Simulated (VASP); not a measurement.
Here is a VASP 6.6.1 calculation.

POSCAR

```
Si
1.0
    2.6149742553      2.6149742553      0.0000000000
   -2.6149742553      2.6149742553      0.0000000000
    0.0000000000      2.6149742553      2.6149742553
Si
2
Direct
    0.2500000000      0.7500000000      0.5000000000
    0.0000000000      0.0000000000      0.0000000000
```

The input INCAR.step1:

```
SYSTEM = Si
PREC     = Accurate       ! precision mode
ENCUT    = 520            ! plane-wave cutoff, eV
ISMEAR   = 0              ! smearing method
SIGMA    = 0.01           ! smearing width, eV
LREAL    = .False.        ! projectors in reciprocal space
LASPH    = .True.         ! aspherical terms in the spheres
NELM     = 60             ! most SCF steps
NBANDS   = 11             ! bands
GGA      = PE             ! functional
ALGO     = Normal         ! electronic algorithm
EDIFF    = 1E-4           ! SCF threshold, eV
LWAVE    = .True.         ! write WAVECAR
LCHARG   = .False.        ! write CHGCAR
```

The input INCAR.step2:

```
SYSTEM = Si
PREC     = Accurate       ! precision mode
ENCUT    = 520            ! plane-wave cutoff, eV
EDIFF    = 1E-7           ! SCF threshold, eV
ISMEAR   = 0              ! smearing method
SIGMA    = 0.01           ! smearing width, eV
LREAL    = .False.        ! projectors in reciprocal space
LASPH    = .True.         ! aspherical terms in the spheres
NELM     = 60             ! most SCF steps
ALGO     = Normal         ! electronic algorithm
ISIF     = 2              ! what is computed and relaxed
LWAVE    = .False.        ! write WAVECAR
LCHARG   = .True.         ! write CHGCAR
METAGGA  = R2SCAN         ! meta-GGA
LMIXTAU  = .True.       
LELF     = .True.         ! ELF
LVHAR    = .True.       
NBANDS   = 11             ! bands
ISTART   = 1
```

Contents of KPOINTS:

```
regular mesh
0
Gamma
  8 8 8
  0 0 0
```

Potentials or basis: VASP PAW PBE potentials, release 64 (Si).

Launch:

```sh
$ cat potpaw_PBE.64/Si/POTCAR > POTCAR
$ cp INCAR.step1 INCAR
$ mpirun -np 1 vasp_std > vasp.out
$ cp INCAR.step2 INCAR
$ mpirun -np 1 vasp_std > vasp.out
```

**Question.** Estimate the band gap on the k mesh.

**Answer.** 0.62 eV, indirect (least direct gap 2.80 eV).

**Question.** Estimate the pressure.

**Answer.** 14.7 GPa.

Caveat: the PAW data sets were made with another functional, which shifts forces and pressure a little. r2SCAN opens gaps a little over a GGA but as a rule still falls short of measured ones.
